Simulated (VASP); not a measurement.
# SrC2 (I4/mmm) in VASP: a series of runs, part 2 of 2

VASP 6.6.1. Earlier steps stand in the parts before.

## Step 3: Vibrations by perturbation theory, LDA (17.39 Å³/atom)

This run uses another cell than the first one, of 17.39 Å³/atom.

File INCAR:

```
SYSTEM = SrC2
PREC     = Accurate       ! precision mode
ENCUT    = 520            ! plane-wave cutoff, eV
EDIFF    = 1E-8           ! SCF threshold, eV
ISMEAR   = 0              ! smearing method
SIGMA    = 0.01           ! smearing width, eV
LREAL    = .False.        ! projectors in reciprocal space
LASPH    = .True.         ! aspherical terms in the spheres
NELM     = 100            ! most SCF steps
ALGO     = Normal         ! electronic algorithm
ISIF     = 2              ! what is computed and relaxed
LWAVE    = .False.        ! write WAVECAR
LCHARG   = .False.        ! write CHGCAR
NBANDS   = 16             ! bands
IBRION   = 8              ! ionic algorithm
NSW      = 1              ! ionic steps
LEPSILON = .True.         ! dielectric tensor by DFPT
```

File KPOINTS:

```
Automatic mesh
0
Gamma
  10 10 10
  0 0 0
```

File POSCAR:

```
SrC2
1.0
   -1.9799861977      1.9799861977      3.3275469551
    1.9799861977     -1.9799861977      3.3275469551
    1.9799861977      1.9799861977     -3.3275469551
Sr C
1 2
Direct
    0.0000000000      0.0000000000      0.0000000000
    0.4060289230      0.4060289230      0.0000000000
    0.5939710770      0.5939710770      0.0000000000
```

Potentials or basis: VASP PAW LDA potentials, release 64 (Sr_sv, C).

On the command line:

```console
$ cat potpaw_LDA.64/Sr_sv/POTCAR potpaw_LDA.64/C/POTCAR > POTCAR
$ mpirun -np 1 vasp_std > vasp.out
```

OUTCAR:

```text
SYSTEM = SrC2
   PREC = Accurate
   ENCUT = 520
   EDIFF = 1E-8
   ISMEAR = 0
   LREAL = .False.
   LASPH = .True.
   NELM = 100
   ISIF = 2
   IBRION = 8
   NSW = 1
   LEPSILON = .True.

 ion  position               nearest neighbor table
   1  0.000  0.000  0.000-   2 2.70   3 2.70   3 2.87   2 2.87   3 2.87   3 2.87   3 2.87   2 2.87
                             2 2.87   2 2.87
   2  0.406  0.406  0.000-   3 1.25   1 2.70   1 2.87   1 2.87   1 2.87   1 2.87
   3  0.594  0.594  0.000-   2 1.25   1 2.70   1 2.87   1 2.87   1 2.87   1 2.87

  LATTYP: Found a body centered tetragonal cell.
 ALAT       =     3.9599723954
 C/A-ratio  =     1.6805909854

  Lattice vectors:

 A1 = (  -1.9799861977,   1.9799861977,   3.3275469551)
 A2 = (   1.9799861977,  -1.9799861977,   3.3275469551)
 A3 = (   1.9799861977,   1.9799861977,  -3.3275469551)

Analysis of symmetry for initial positions (statically):
=====================================================================
 Subroutine PRICEL returns:
 Original cell was already a primitive cell.

 Routine SETGRP: Setting up the symmetry group for a
 body centered tetragonal supercell.

 Subroutine GETGRP returns: Found 16 space group operations
 (whereof 16 operations were pure point group operations)
 out of a pool of 16 trial point group operations.

The static configuration has the point symmetry D_4h.

Analysis of symmetry for dynamics (positions and initial velocities):
=====================================================================
 Subroutine PRICEL returns:
 Original cell was already a primitive cell.

 Routine SETGRP: Setting up the symmetry group for a
 body centered tetragonal supercell.

 Subroutine GETGRP returns: Found 16 space group operations
 (whereof 16 operations were pure point group operations)
 out of a pool of 16 trial point group operations.

The dynamic configuration has the point symmetry D_4h.

 Subroutine INISYM returns: Found 16 space group operations
 (whereof 16 operations are pure point group operations),
 and found     1 'primitive' translations

----------------------------------------------------------------------------------------

                                     Primitive cell

  volume of cell :      52.1805

  direct lattice vectors                    reciprocal lattice vectors
    -1.979986198  1.979986198  3.327546955     0.000000000  0.252527013  0.150260840
     1.979986198 -1.979986198  3.327546955     0.252527013  0.000000000  0.150260840
     1.979986198  1.979986198 -3.327546955     0.252527013  0.252527013  0.000000000

  length of vectors
     4.348937735  4.348937735  4.348937735     0.293850663  0.293850663  0.357127126

[... 676 lines left out ...]
  ---------------------------------------------------
  free energy    TOTEN  =        -0.13948372 eV

  energy without entropy =       -0.13948372

------------------------ aborting loop because EDIFF is reached ----------------------------------------

 INTERNAL STRAIN TENSOR  FOR ION    2  DIRECTION 3   (eV/Angst):
 -----------------------------------------------------------------------------
    -1.89008  0.00000  0.00000
     0.00000 -1.89008 -0.00000
     0.00000  0.00000 90.18958

 MACROSCOPIC STATIC DIELECTRIC TENSOR (including local field effects in DFT)
 ------------------------------------------------------
           3.625553     0.000000     0.000000
           0.000000     3.625553    -0.000000
           0.000000     0.000000     4.415820
 ------------------------------------------------------

 PIEZOELECTRIC TENSOR (including local field effects)  for field in x, y, z        (e  Angst)
          XX          YY          ZZ          XY          YZ          ZX
  --------------------------------------------------------------------------------
  x     0.00000     0.00000     0.00000     0.00000     0.00000     0.00000
  y     0.00000     0.00000     0.00000     0.00000     0.00000     0.00000
  z     0.00000     0.00000     0.00000     0.00000     0.00000     0.00000

 PIEZOELECTRIC TENSOR (including local field effects)  for field in x, y, z        (C/m^2)
          XX          YY          ZZ          XY          YZ          ZX
  --------------------------------------------------------------------------------
  x     0.00000     0.00000     0.00000     0.00000     0.00000     0.00000
  y     0.00000     0.00000     0.00000     0.00000     0.00000     0.00000
  z     0.00000     0.00000     0.00000     0.00000     0.00000     0.00000

 BORN EFFECTIVE CHARGES (including local field effects) (in |e|, cummulative output)
 ---------------------------------------------------------------------------------
 ion    1
    1     2.45159    -0.00000     0.00000
    2     0.00000     2.45159     0.00000
    3     0.00000     0.00000     2.15303
 ion    2
    1    -1.22579    -0.00000     0.00000
    2     0.00000    -1.22579     0.00000
    3     0.00000     0.00000    -1.07651
 ion    3
    1    -1.22579    -0.00000     0.00000
    2    -0.00000    -1.22579     0.00000
    3     0.00000     0.00000    -1.07651

 INTERNAL STRAIN TENSOR FOR ION    3 for displacements in x,y,z  (eV/Angst):
          X           Y           Z          XY          YZ          ZX
  --------------------------------------------------------------------------------
  x     0.00000     0.00000     0.00000     0.00000     0.00000     2.18800
  y     0.00000    -0.00000     0.00000     0.00000     2.41680     0.00000
  z     1.89008     1.89008   -90.18958     0.00000     0.00000     0.00000

 SECOND DERIVATIVES (NOT SYMMETRIZED)
 ------------------------------------
               1X          1Y          1Z          2X          2Y          2Z          3X          3Y          3Z
  1X    -3.345599   -0.000000    0.000000    1.672799    0.000000    0.000000    1.672799    0.000000    0.000000
  1Y     0.000000   -3.345599    0.000000    0.000000    1.672799    0.000000    0.000000    1.672799    0.000000
  1Z     0.000000   -0.000000   -4.848160    0.000000    0.000000    2.424080    0.000000    0.000000    2.424080
  2X     1.676393   -0.000000    0.000000   -2.166981    0.000000    0.000000    0.490588    0.000000    0.000000
  2Y     0.000000    1.676393    0.000000    0.000000   -2.166981   -0.000000   -0.000000    0.490588    0.000000
  2Z     0.000000    0.000000    2.426919    0.000000    0.000000  -81.134862    0.000000    0.000000   78.707943
  3X     1.676393   -0.000000    0.000000    0.490588    0.000000    0.000000   -2.166981    0.000000    0.000000
  3Y     0.000000    1.676393    0.000000   -0.000000    0.490588    0.000000    0.000000   -2.166981   -0.000000
  3Z     0.000000    0.000000    2.426919    0.000000    0.000000   78.707943    0.000000    0.000000  -81.134862

 Eigenvectors and eigenvalues of the dynamical matrix
 ----------------------------------------------------

   1 f  =   57.030567 THz   358.333619 2PiTHz 1902.334940 cm-1   235.859366 meV
             X         Y         Z           dx          dy          dz
      0.000000  0.000000  0.000000     0.000000    0.000000    0.000000
      0.000000  0.000000  2.702161     0.000000    0.000000    0.707107
      0.000000  0.000000  3.952933    -0.000000   -0.000000   -0.707107
[... 43 lines left out ...]
   9 f/i=    0.002904 THz     0.018247 2PiTHz    0.096870 cm-1     0.012010 meV
             X         Y         Z           dx          dy          dz
      0.000000  0.000000  0.000000     0.032044    0.885531    0.000000
      0.000000  0.000000  2.702161     0.011851    0.327511    0.000000
      0.000000  0.000000  3.952933     0.011851    0.327511    0.000000

--------------------------------------------------------------------------------------------------------

 MACROSCOPIC STATIC DIELECTRIC TENSOR IONIC CONTRIBUTION
 ------------------------------------------------------
           6.225412     0.000000    -0.000000
           0.000000     6.225412     0.000000
          -0.000000     0.000000     3.314443
 ------------------------------------------------------

 ELASTIC MODULI CONTR FROM IONIC RELAXATION (kBar)
 Direction    XX          YY          ZZ          XY          YZ          ZX
 --------------------------------------------------------------------------------
 XX          -1.3725     -1.3725     65.4902      0.0000     -0.0000     -0.0000
 YY          -1.3725     -1.3725     65.4902      0.0000     -0.0000     -0.0000
 ZZ          65.4902     65.4902  -3125.0122      0.0000      0.0000      0.0000
 XY           0.0000      0.0000      0.0000      0.0000      0.0000      0.0000
 YZ          -0.0000     -0.0000      0.0000      0.0000   -134.9677      0.0000
 ZX          -0.0000     -0.0000      0.0000      0.0000      0.0000   -110.6225
 --------------------------------------------------------------------------------

 PIEZOELECTRIC TENSOR IONIC CONTR  for field in x, y, z        (C/m^2)
          XX          YY          ZZ          XY          YZ          ZX
  --------------------------------------------------------------------------------
  x    -0.00000    -0.00000     0.00000     0.00000     0.00000    -0.00000
  y    -0.00000    -0.00000     0.00000     0.00000     0.00000     0.00000
  z    -0.00000    -0.00000     0.00000     0.00000    -0.00000    -0.00000
```

Wall time 50 min (1 thread of Oxide Virtual Turin-like, shared host); peak memory 0.6 GiB.

What came out:

```yaml
Electronic_dielectric_tensor_diagonal: 3.63, 3.63, 4.42
Born_charges_mean_of_the_diagonal: Sr +2.35; C -1.18 e
Highest_phonon_frequency_at_Γ: 1902 cm⁻¹
```

Phonon frequencies in cm⁻¹ (negative: imaginary):
| q point | frequencies |
| --- | --- |
| (0.000, 0.000, 0.000) | 0 0 0 220 220 245 245 265 1902 |

Electronic dielectric tensor:
```
3.63 0.00 0.00
0.00 3.63 0.00
0.00 0.00 4.42
```

Born effective charge tensors (e):
atom 1, Sr
```
2.45 0.00 0.00
0.00 2.45 0.00
0.00 0.00 2.15
```
atom 2, C
```
-1.23  0.00  0.00
 0.00 -1.23  0.00
 0.00  0.00 -1.08
```
atom 3, C
```
-1.23  0.00  0.00
 0.00 -1.23  0.00
 0.00  0.00 -1.08
```

Caveat: the cell stands under pressure or tension, which shifts response properties.
